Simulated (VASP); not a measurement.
# Al (Im-3m) in VASP: a series of runs

Runs on Al. Level: PBEsol. Tasks: single point, relaxation of cell and atoms.

Everything below comes from runs of VASP 6.6.1. Logs are shortened: lines on timing, memory, paths and dates and some standing lists are left out, and cuts for length are marked.

### 1 The cell of the first run

It takes space group Im-3m (No. 229, cubic). Conventional cell: a = 3.203 Å, b = 3.203 Å, c = 3.203 Å, α = 90.00°, β = 90.00°, γ = 90.00°. Within 3.7 Å of Al (site symmetry m-3m) lie 14 Al at 2.77 to 3.20 Å.

### 2 Single point, PBEsol

INCAR

```
SYSTEM = Al
PREC = Accurate
ENCUT = 500
EDIFF = 1E-6
ISMEAR = -1
SIGMA = 0.05
LREAL = .FALSE.
LASPH = .TRUE.
NELM = 120
ALGO = Normal
ISIF = 2
LWAVE = .FALSE.
LCHARG = .FALSE.
GGA = PS
NBANDS = 10
GGA_COMPAT = .FALSE.
```

KPOINTS

```
regular mesh
0
G
  6 6 6
  0 0 0
```

POSCAR

```
Al
1.0
    3.2028922658      0.0000000000      0.0000000000
    0.0000000000      3.2028922658      0.0000000000
    0.0000000000      0.0000000000      3.2028922658
Al
2
Direct
    0.0000000000      0.0000000000      0.0000000000
    0.5000000000      0.5000000000      0.5000000000
```

Potentials or basis: VASP PAW PBE potentials, release 64 (Al).

The run is started by

```
cat potpaw_PBE.64/Al/POTCAR > POTCAR
mpirun -np 1 vasp_std > vasp.out
```

OUTCAR:

```text
SYSTEM = Al
   PREC = Accurate
   ENCUT = 500
   EDIFF = 1E-6
   ISMEAR = -1
   LREAL = .FALSE.
   LASPH = .TRUE.
   NELM = 120
   ISIF = 2
   GGA = PS

 ion  position               nearest neighbor table
   1  0.000  0.000  0.000-   2 2.77   2 2.77   2 2.77   2 2.77   2 2.77   2 2.77   2 2.77   2 2.77

   2  0.500  0.500  0.500-   1 2.77   1 2.77   1 2.77   1 2.77   1 2.77   1 2.77   1 2.77   1 2.77

  LATTYP: Found a simple cubic cell.
 ALAT       =     3.2028922658

  Lattice vectors:

 A1 = (   3.2028922658,   0.0000000000,   0.0000000000)
 A2 = (   0.0000000000,   3.2028922658,   0.0000000000)
 A3 = (   0.0000000000,   0.0000000000,   3.2028922658)

Analysis of symmetry for initial positions (statically):
=====================================================================
 Subroutine PRICEL returns following result:

  LATTYP: Found a body centered cubic cell.
 ALAT       =     3.2028922658

  Lattice vectors:

 A1 = (   1.6014461329,   1.6014461329,  -1.6014461329)
 A2 = (  -1.6014461329,   1.6014461329,   1.6014461329)
 A3 = (   1.6014461329,  -1.6014461329,   1.6014461329)

   2 primitive cells build up your supercell.

 Routine SETGRP: Setting up the symmetry group for a
 simple cubic supercell.

 Subroutine GETGRP returns: Found 48 space group operations
 (whereof 48 operations were pure point group operations)
 out of a pool of 48 trial point group operations.

The static configuration has the point symmetry O_h .

Analysis of symmetry for dynamics (positions and initial velocities):
=====================================================================
 Subroutine PRICEL returns following result:

  LATTYP: Found a body centered cubic cell.
 ALAT       =     3.2028922658

  Lattice vectors:

 A1 = (   1.6014461329,   1.6014461329,  -1.6014461329)
 A2 = (  -1.6014461329,   1.6014461329,   1.6014461329)
 A3 = (   1.6014461329,  -1.6014461329,   1.6014461329)

   2 primitive cells build up your supercell.

 Routine SETGRP: Setting up the symmetry group for a
 simple cubic supercell.

 Subroutine GETGRP returns: Found 48 space group operations
 (whereof 48 operations were pure point group operations)
 out of a pool of 48 trial point group operations.

The dynamic configuration has the point symmetry O_h .

 Subroutine INISYM returns: Found 48 space group operations
 (whereof 48 operations are pure point group operations),
 and found     2 'primitive' translations

----------------------------------------------------------------------------------------

                                     Primitive cell

  volume of cell :      16.4285

  direct lattice vectors                    reciprocal lattice vectors
     1.601446133  1.601446133 -1.601446133     0.312217807  0.312217807  0.000000000
    -1.601446133  1.601446133  1.601446133    -0.000000000  0.312217807  0.312217807
     1.601446133 -1.601446133  1.601446133     0.312217807  0.000000000  0.312217807

  length of vectors
     2.773786068  2.773786068  2.773786068     0.441542657  0.441542657  0.441542657

  position of ions in fractional coordinates (direct lattice)
     0.000000000  0.000000000  0.000000000

  ion indices of the primitive-cell ions
   primitive index   ion index
                 1           1

----------------------------------------------------------------------------------------

 KPOINTS: regular mesh

Automatic generation of k-mesh.
 Grid dimensions read from file:
 generate k-points for:    6    6    6

 Generating k-lattice:

  Cartesian coordinates                     Fractional coordinates (reciprocal lattice)
     0.052036301  0.000000000  0.000000000     0.166666667  0.000000000  0.000000000
     0.000000000  0.052036301  0.000000000     0.000000000  0.166666667  0.000000000
     0.000000000  0.000000000  0.052036301     0.000000000  0.000000000  0.166666667

  Length of vectors
     0.052036301  0.052036301  0.052036301

  Shift w.r.t. Gamma in fractional coordinates (k-lattice)
     0.000000000  0.000000000  0.000000000

 Subroutine IBZKPT returns following result:
 ===========================================

 Found     20 irreducible k-points:

 Following reciprocal coordinates:
            Coordinates               Weight
  0.000000  0.000000  0.000000      1.000000
  0.166667  0.000000  0.000000      6.000000
  0.333333  0.000000  0.000000      6.000000
  0.500000  0.000000  0.000000      3.000000
  0.166667  0.166667  0.000000     12.000000
  0.333333  0.166667  0.000000     24.000000
[... 12 lines left out ...]
  0.500000  0.500000  0.333333      6.000000
  0.500000  0.500000  0.500000      1.000000
   k-points           NKPTS =     20   k-points in BZ     NKDIM =     20   number of bands    NBANDS=     10
   number of dos      NEDOS =    301   number of ions     NIONS =      2
   total plane-waves  NPLWV =  13824
   dimension x,y,z NGX =    24 NGY =   24 NGZ =   24
   dimension x,y,z NGXF=    48 NGYF=   48 NGZF=   48
   ions per type =               2
   NGX,Y,Z   is equivalent  to a cutoff of  12.46, 12.46, 12.46 a.u.
   NGXF,Y,Z  is equivalent  to a cutoff of  24.91, 24.91, 24.91 a.u.
 SYSTEM =  Al
   PREC   = accura    normal or accurate (medium, high low for compatibility)
   ISTART =      0    job   : 0-new  1-cont  2-samecut
   ICHARG =      2    charge: 1-file 2-atom 10-const
   ISPIN  =      1    spin polarized calculation?
   LNONCOLLINEAR =      F non collinear calculations
   LSORBIT =      F    spin-orbit coupling
   LASPH  =      T    aspherical Exc in radial PAW
   ENCUT  =  500.0 eV  36.75 Ry    6.06 a.u.   5.84  5.84  5.84*2*pi/ulx,y,z
   NELM   =    120;   NELMIN=  2; NELMDL= -5     # of ELM steps
   EDIFF  = 0.1E-05   stopping-criterion for ELM
   LREAL  =      F    real-space projection
   EDIFFG = 0.1E-04   stopping-criterion for IOM
   NSW    =      0    number of steps for IOM
   IBRION =     -1    ionic relax: 0-MD 1-quasi-New 2-CG
   NFREE  =      0    steps in history (QN), initial steepest desc. (CG)
   ISIF   =      2    stress and relaxation
   ISYM   =      2    0-nonsym 1-usesym 2-fastsym
   POTIM  = 0.5000    time-step for ionic-motion
   TEBEG  =    0.0;   TEEND  =   0.0 temperature during run
   PSTRESS=    0.0 pullay stress
   NELECT =       6.0000    total number of electrons
   NUPDOWN=      -1.0000    fix difference up-down
   EMIN   =  10.00;   EMAX   =-10.00  energy-range for DOS
   EFERMI =   0.00;   METHOD = LEGACY
   ISMEAR =    -1;   SIGMA  =   0.05  broadening in eV -4-tet -1-fermi 0-gaus
   EFERMI_NEDOS =   21; number of points for ismear=-14 and -15
   IALGO  =     38    algorithm
   IMIX   =      4    mixing-type and parameters
     AMIX     =   0.40;   BMIX     =  1.00
     AMIX_MAG =   1.60;   BMIX_MAG =  1.00
  volume/ion in A,a.u.               =      16.43       110.86
  Fermi-wavevector in a.u.,A,eV,Ry     =   0.928787  1.755153 11.737008  0.862646
  Thomas-Fermi vector in A             =   2.055001
   LORBIT       =      0    0 simple, 1 ext, 2 COOP (PROOUT), +10 PAW based schemes
   GGA     = PS    functional components
   LHFCALC =     F    Hartree Fock is set to
   AEXX    =    0.0000 exact exchange contribution
   IVDW    =     0    specifies the selected vdW correction
   LEPSILON=     F    determine dielectric tensor
   LRPA    =     F    only Hartree local field effects (RPA)
 non-spin polarized calculation
  energy-cutoff  :      500.00
  volume of cell :       32.86
 maximum number of plane-waves:       847
 NGX is ok and might be reduce to    24
   NGX = 11   NGY = 11   NGZ = 11

 number of electron       6.0000000 magnetization

 Free energy of the ion-electron system (eV)
  ---------------------------------------------------
  ext. energy  EPLUGINS =         0.00000000
  ---------------------------------------------------
  free energy    TOTEN  =        -7.96486174 eV

  energy without entropy =       -7.95371162  energy(sigma->0) =       -7.95928668

 E-fermi :   7.9868     XC(G=0): -10.2773

 val. band max:        7.8846253882   @ k =   0.1667   0.1667   0.1667
 cond. band min:       8.0364428746   @ k =   0.3333   0.1667   0.0000
 fundamental gap:      0.1518174864
 Fermi energy:         7.9868343976

 k-point     1 :       0.0000    0.0000    0.0000
  band No.  band energies     occupation
      1      -3.1605      2.00000
      2       9.8688      0.00000
      3       9.8688      0.00000
      4       9.8688      0.00000
      5      10.9647      0.00000
      6      10.9647      0.00000
      7      13.6336      0.00000
      8      21.2634      0.00000
      9      21.2634      0.00000
     10      21.2634      0.00000

 k-point     2 :       0.1667    0.0000    0.0000
  band No.  band energies     occupation
      1      -2.7601      2.00000
      2       6.4965      2.00000
      3      10.2189      0.00000
      4      10.2189      0.00000
      5      11.3665      0.00000
      6      12.9204      0.00000
      7      16.0656      0.00000
      8      18.5361      0.00000
      9      18.5361      0.00000
     10      20.9103      0.00000

 k-point     3 :       0.3333    0.0000    0.0000
  band No.  band energies     occupation
      1      -1.5655      2.00000
      2       3.1125      2.00000
      3      11.2703      0.00000
      4      11.2703      0.00000
      5      12.5709      0.00000
      6      14.2341      0.00000
      7      15.4719      0.00000
      8      15.4719      0.00000
      9      17.3673      0.00000
     10      18.3709      0.00000
[... 196 lines left out ...]
 k-point    19 :       0.5000    0.5000    0.3333
  band No.  band energies     occupation
      1       5.1467      2.00000
      2       5.1467      2.00000
      3       5.6627      2.00000
      4       5.6627      2.00000
      5       9.6117      0.00000
      6       9.6117      0.00000
      7      10.4492      0.00000
      8      10.4492      0.00000
      9      26.9321      0.00000
     10      26.9532      0.00000

 k-point    20 :       0.5000    0.5000    0.5000
  band No.  band energies     occupation
      1       7.0065      2.00000
      2       7.0065      2.00000
      3       7.0065      2.00000
      4       7.0065      2.00000
      5       7.0065      2.00000
      6       7.0065      2.00000
      7       8.4141      0.00039
      8       8.4141      0.00039
      9      29.8676      0.00000
     10      29.8676      0.00000

------------------------ aborting loop because EDIFF is reached ----------------------------------------

  FORCE on cell =-STRESS in cart. coord.  units (eV):
  Direction    XX          YY          ZZ          XY          YZ          ZX
  --------------------------------------------------------------------------------------
  -------------------------------------------------------------------------------------
  Total        0.0119677      0.0119677      0.0119677     -0.0000000     -0.0000000      0.0000000
  in kB        0.5835707      0.5835707      0.5835707     -0.0000000     -0.0000000      0.0000000
  external PRESSURE =       0.5835707 kB  Pullay stress =       0.0000000 kB

 VOLUME and BASIS-vectors are now :
 -----------------------------------------------------------------------------
  energy-cutoff  :      500.00
  volume of cell :       32.86
      direct lattice vectors                 reciprocal lattice vectors
     3.202892266  0.000000000  0.000000000     0.312217807  0.000000000  0.000000000
     0.000000000  3.202892266  0.000000000     0.000000000  0.312217807  0.000000000
     0.000000000  0.000000000  3.202892266     0.000000000  0.000000000  0.312217807

 POSITION                                       TOTAL-FORCE (eV/Angst)
 -----------------------------------------------------------------------------------
      0.00000      0.00000      0.00000        -0.000000      0.000000      0.000000
      1.60145      1.60145      1.60145         0.000000      0.000000      0.000000
 -----------------------------------------------------------------------------------
    total drift:                               -0.000000     -0.000000      0.000000

  FREE ENERGIE OF THE ION-ELECTRON SYSTEM (eV)
  ---------------------------------------------------
  free  energy   TOTEN  =        -7.9648617399 eV

  energy  without entropy=       -7.9537116188  energy(sigma->0) =       -7.95928668
```

Run time: 2 s. Hardware: 1 thread of Intel Xeon 6975P-C (Granite Rapids), shared host; peak memory 0.13 GiB.

What came out:

```yaml
Free_energy: -7.9649 eV
Pressure: 0.1 GPa
Band_gap_on_the_k_mesh: zero (band 3 reaches 13.02 eV, above the bottom of band 4 at 4.13 eV)
```

Caveat: the PAW data sets were made with another functional, which shifts forces and pressure a little.

[end of part 1 of 2]
